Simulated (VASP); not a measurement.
# Sb (Pm-3m) in VASP: single point with PBE

Aim: the single point of Sb with PBE.

Program: VASP 6.6.1. These are calculated values, not measurements. Logs are shortened: lines on timing, memory, paths and dates and some standing lists are left out, and cuts for length are marked.

## 1. The cell of the first run

The structure is cubic, space group Pm-3m (No. 221). The conventional cell has a = 3.114 Å, b = 3.114 Å, c = 3.114 Å, α = 90.00°, β = 90.00°, γ = 90.00°. Within 4.1 Å of Sb (site symmetry m-3m) lie 6 Sb at 3.11 Å.

## 2. Single point, PBE

INCAR

```
SYSTEM = Sb
PREC = Accurate
ENCUT = 520
EDIFF = 1E-6
ISMEAR = -1
SIGMA = 0.13605693000000002
LREAL = .False.
LASPH = .True.
NELM = 80
ALGO = Normal
ISIF = 2
LWAVE = .False.
LCHARG = .True.
GGA = PE
LELF = .True.
LVHAR = .True.
NBANDS = 8
```

KPOINTS

```
Automatic mesh
0
Gamma
  11 11 11
  0 0 0
```

POSCAR

```
Sb
1.0
    3.1144314985      0.0000000000      0.0000000000
    0.0000000000      3.1144314985      0.0000000000
    0.0000000000      0.0000000000      3.1144314985
Sb
1
Direct
    0.0000000000      0.0000000000      0.0000000000
```

Potentials or basis: VASP PAW PBE potentials, release 64 (Sb).

Started as:

```bash
$ cat potpaw_PBE.64/Sb/POTCAR > POTCAR
$ mpirun -np 1 vasp_std > vasp.out
```

OUTCAR:

```text
SYSTEM = Sb
   PREC = Accurate
   ENCUT = 520
   EDIFF = 1E-6
   ISMEAR = -1
   LREAL = .False.
   LASPH = .True.
   NELM = 80
   ISIF = 2
   GGA = PE

 ion  position               nearest neighbor table
   1  0.000  0.000  0.000-

  LATTYP: Found a simple cubic cell.
 ALAT       =     3.1144314985

  Lattice vectors:

 A1 = (   3.1144314985,   0.0000000000,   0.0000000000)
 A2 = (   0.0000000000,   3.1144314985,   0.0000000000)
 A3 = (   0.0000000000,   0.0000000000,   3.1144314985)

Analysis of symmetry for initial positions (statically):
=====================================================================
 Subroutine PRICEL returns:
 Original cell was already a primitive cell.

 Routine SETGRP: Setting up the symmetry group for a
 simple cubic supercell.

 Subroutine GETGRP returns: Found 48 space group operations
 (whereof 48 operations were pure point group operations)
 out of a pool of 48 trial point group operations.

The static configuration has the point symmetry O_h .

Analysis of symmetry for dynamics (positions and initial velocities):
=====================================================================
 Subroutine PRICEL returns:
 Original cell was already a primitive cell.

 Routine SETGRP: Setting up the symmetry group for a
 simple cubic supercell.

 Subroutine GETGRP returns: Found 48 space group operations
 (whereof 48 operations were pure point group operations)
 out of a pool of 48 trial point group operations.

The dynamic configuration has the point symmetry O_h .

 Subroutine INISYM returns: Found 48 space group operations
 (whereof 48 operations are pure point group operations),
 and found     1 'primitive' translations

----------------------------------------------------------------------------------------

                                     Primitive cell

  volume of cell :      30.2090

  direct lattice vectors                    reciprocal lattice vectors
     3.114431499  0.000000000  0.000000000     0.321085887  0.000000000  0.000000000
     0.000000000  3.114431499  0.000000000     0.000000000  0.321085887  0.000000000
     0.000000000  0.000000000  3.114431499     0.000000000  0.000000000  0.321085887

  length of vectors
     3.114431499  3.114431499  3.114431499     0.321085887  0.321085887  0.321085887

  position of ions in fractional coordinates (direct lattice)
     0.000000000  0.000000000  0.000000000

  ion indices of the primitive-cell ions
   primitive index   ion index
                 1           1

----------------------------------------------------------------------------------------

 KPOINTS: Automatic mesh

Automatic generation of k-mesh.
 Grid dimensions read from file:
 generate k-points for:   11   11   11

 Generating k-lattice:

  Cartesian coordinates                     Fractional coordinates (reciprocal lattice)
     0.029189626  0.000000000  0.000000000     0.090909091  0.000000000  0.000000000
     0.000000000  0.029189626  0.000000000     0.000000000  0.090909091  0.000000000
     0.000000000  0.000000000  0.029189626     0.000000000  0.000000000  0.090909091

  Length of vectors
     0.029189626  0.029189626  0.029189626

  Shift w.r.t. Gamma in fractional coordinates (k-lattice)
     0.000000000  0.000000000  0.000000000

 Subroutine IBZKPT returns following result:
 ===========================================

 Found     56 irreducible k-points:

 Following reciprocal coordinates:
            Coordinates               Weight
  0.000000  0.000000  0.000000      1.000000
  0.090909  0.000000  0.000000      6.000000
  0.181818  0.000000  0.000000      6.000000
  0.272727  0.000000  0.000000      6.000000
  0.363636  0.000000  0.000000      6.000000
  0.454545  0.000000  0.000000      6.000000
[... 16 lines left out ...]
  0.181818  0.090909  0.090909     24.000000
  0.272727  0.090909  0.090909     24.000000
 [... further k-points ...]
   k-points           NKPTS =     56   k-points in BZ     NKDIM =     56   number of bands    NBANDS=      8
   number of dos      NEDOS =    301   number of ions     NIONS =      1
   total plane-waves  NPLWV =  13824
   dimension x,y,z NGX =    24 NGY =   24 NGZ =   24
   dimension x,y,z NGXF=    48 NGYF=   48 NGZF=   48
   ions per type =               1
   NGX,Y,Z   is equivalent  to a cutoff of  12.81, 12.81, 12.81 a.u.
   NGXF,Y,Z  is equivalent  to a cutoff of  25.62, 25.62, 25.62 a.u.
 SYSTEM =  Sb
   PREC   = accura    normal or accurate (medium, high low for compatibility)
   ISTART =      0    job   : 0-new  1-cont  2-samecut
   ICHARG =      2    charge: 1-file 2-atom 10-const
   ISPIN  =      1    spin polarized calculation?
   LNONCOLLINEAR =      F non collinear calculations
   LSORBIT =      F    spin-orbit coupling
   LASPH  =      T    aspherical Exc in radial PAW
   ENCUT  =  520.0 eV  38.22 Ry    6.18 a.u.   5.79  5.79  5.79*2*pi/ulx,y,z
   NELM   =     80;   NELMIN=  2; NELMDL= -5     # of ELM steps
   EDIFF  = 0.1E-05   stopping-criterion for ELM
   LREAL  =      F    real-space projection
   EDIFFG = 0.1E-04   stopping-criterion for IOM
   NSW    =      0    number of steps for IOM
   IBRION =     -1    ionic relax: 0-MD 1-quasi-New 2-CG
   NFREE  =      0    steps in history (QN), initial steepest desc. (CG)
   ISIF   =      2    stress and relaxation
   ISYM   =      2    0-nonsym 1-usesym 2-fastsym
   POTIM  = 0.5000    time-step for ionic-motion
   TEBEG  =    0.0;   TEEND  =   0.0 temperature during run
   PSTRESS=    0.0 pullay stress
   NELECT =       5.0000    total number of electrons
   NUPDOWN=      -1.0000    fix difference up-down
   EMIN   =  10.00;   EMAX   =-10.00  energy-range for DOS
   EFERMI =   0.00;   METHOD = LEGACY
   ISMEAR =    -1;   SIGMA  =   0.14  broadening in eV -4-tet -1-fermi 0-gaus
   EFERMI_NEDOS =   21; number of points for ismear=-14 and -15
   IALGO  =     38    algorithm
   IMIX   =      4    mixing-type and parameters
     AMIX     =   0.40;   BMIX     =  1.00
     AMIX_MAG =   1.60;   BMIX_MAG =  1.00
  volume/ion in A,a.u.               =      30.21       203.86
  Fermi-wavevector in a.u.,A,eV,Ry     =   0.898848  1.698576 10.992514  0.807927
  Thomas-Fermi vector in A             =   2.021608
   LORBIT       =      0    0 simple, 1 ext, 2 COOP (PROOUT), +10 PAW based schemes
   GGA     = PE    functional components
   LHFCALC =     F    Hartree Fock is set to
   AEXX    =    0.0000 exact exchange contribution
   IVDW    =     0    specifies the selected vdW correction
   LEPSILON=     F    determine dielectric tensor
   LRPA    =     F    only Hartree local field effects (RPA)
 non-spin polarized calculation
  energy-cutoff  :      520.00
  volume of cell :       30.21
 maximum number of plane-waves:       837
 NGX is ok and might be reduce to    24
   NGX = 11   NGY = 11   NGZ = 11

 number of electron       4.9999999 magnetization

 Free energy of the ion-electron system (eV)
  ---------------------------------------------------
  ext. energy  EPLUGINS =         0.00000000
  ---------------------------------------------------
  free energy    TOTEN  =        -4.09563287 eV

  energy without entropy =       -4.05493658  energy(sigma->0) =       -4.07528473

 E-fermi :   6.9198     XC(G=0):  -9.5681

 val. band max:        6.8606655160   @ k =   0.1818   0.0909   0.0909
 cond. band min:       6.9235303056   @ k =   0.1818   0.1818   0.0000
 fundamental gap:      0.0628647896
 Fermi energy:         6.9197687966

 k-point     1 :       0.0000    0.0000    0.0000
  band No.  band energies     occupation
      1      -5.3092      2.00000
      2      10.2153      0.00000
      3      10.2153      0.00000
      4      10.2153      0.00000
      5      13.8871      0.00000
      6      13.8871      0.00000
      7      15.1676      0.00000
      8      24.5484      0.00000

 k-point     2 :       0.0909    0.0000    0.0000
  band No.  band energies     occupation
      1      -5.1911      2.00000
      2       8.8491      0.00000
      3      10.3312      0.00000
      4      10.3312      0.00000
      5      13.9815      0.00000
      6      14.5970      0.00000
      7      16.0868      0.00000
      8      23.5471      0.00000

 k-point     3 :       0.1818    0.0000    0.0000
  band No.  band energies     occupation
      1      -4.8427      2.00000
      2       6.6370      1.77750
      3      10.6643      0.00000
      4      10.6643      0.00000
      5      14.2618      0.00000
      6      15.0700      0.00000
      7      18.5766      0.00000
      8      21.9942      0.00000

 k-point     4 :       0.2727    0.0000    0.0000
  band No.  band energies     occupation
      1      -4.2886      2.00000
      2       4.5332      2.00000
      3      11.1642      0.00000
      4      11.1642      0.00000
      5      14.7159      0.00000
      6      15.6194      0.00000
      7      20.4923      0.00000
      8      20.4923      0.00000

 k-point     5 :       0.3636    0.0000    0.0000
  band No.  band energies     occupation
      1      -3.6053      2.00000
      2       2.7756      2.00000
      3      11.7202      0.00000
      4      11.7202      0.00000
      5      15.3013      0.00000
      6      16.3619      0.00000
      7      19.2420      0.00000
      8      19.2420      0.00000
[... 177 lines left out ...]
 k-point    22 :       0.0909    0.0909    0.0909
  band No.  band energies     occupation
      1      -4.9548      2.00000
      2       8.9921      0.00000
      3       8.9921      0.00000
      4       9.2675      0.00000
      5      15.6531      0.00000
      6      15.6531      0.00000
      7      16.7389      0.00000
      8      22.1490      0.00000

 k-point    23 :       0.1818    0.0909    0.0909
  band No.  band energies     occupation
      1      -4.6062      2.00000
      2       6.8607      1.21385
      3       9.3198      0.00000
      4       9.5330      0.00000
      5      15.9290      0.00000
      6      16.5044      0.00000
      7      18.5944      0.00000
      8      20.3235      0.00000

 k-point    24 :       0.2727    0.0909    0.0909
  band No.  band energies     occupation
      1      -4.0515      2.00000
      2       4.7602      2.00000
      3       9.8179      0.00000
      4      10.0616      0.00000
      5      16.3556      0.00000
      6      16.7476      0.00000
      7      18.6632      0.00000
      8      19.0596      0.00000

 [... further k-points ...]
[... 5 lines left out ...]
  --------------------------------------------------------------------------------------
  -------------------------------------------------------------------------------------
  Total        0.0098030      0.0098030      0.0098030      0.0000000     -0.0000000      0.0000000
  in kB        0.5199162      0.5199162      0.5199162      0.0000000     -0.0000000      0.0000000
  external PRESSURE =       0.5199162 kB  Pullay stress =       0.0000000 kB

 VOLUME and BASIS-vectors are now :
 -----------------------------------------------------------------------------
  energy-cutoff  :      520.00
  volume of cell :       30.21
      direct lattice vectors                 reciprocal lattice vectors
     3.114431499  0.000000000  0.000000000     0.321085887  0.000000000  0.000000000
     0.000000000  3.114431499  0.000000000     0.000000000  0.321085887  0.000000000
     0.000000000  0.000000000  3.114431499     0.000000000  0.000000000  0.321085887

 POSITION                                       TOTAL-FORCE (eV/Angst)
 -----------------------------------------------------------------------------------
      0.00000      0.00000      0.00000         0.000000      0.000000      0.000000
 -----------------------------------------------------------------------------------
    total drift:                                0.000000      0.000000      0.000000

  FREE ENERGIE OF THE ION-ELECTRON SYSTEM (eV)
  ---------------------------------------------------
  free  energy   TOTEN  =        -4.0956328694 eV

  energy  without entropy=       -4.0549365815  energy(sigma->0) =       -4.07528473
```

Wall time 4 s (1 thread of Intel Xeon 6975P-C (Granite Rapids), shared host); peak memory 0.14 GiB.

What came out:

* Free energy: -4.0956 eV
* Pressure: 0.1 GPa

Caveat: spin-orbit coupling is left out, which moves the levels of the heavy elements.
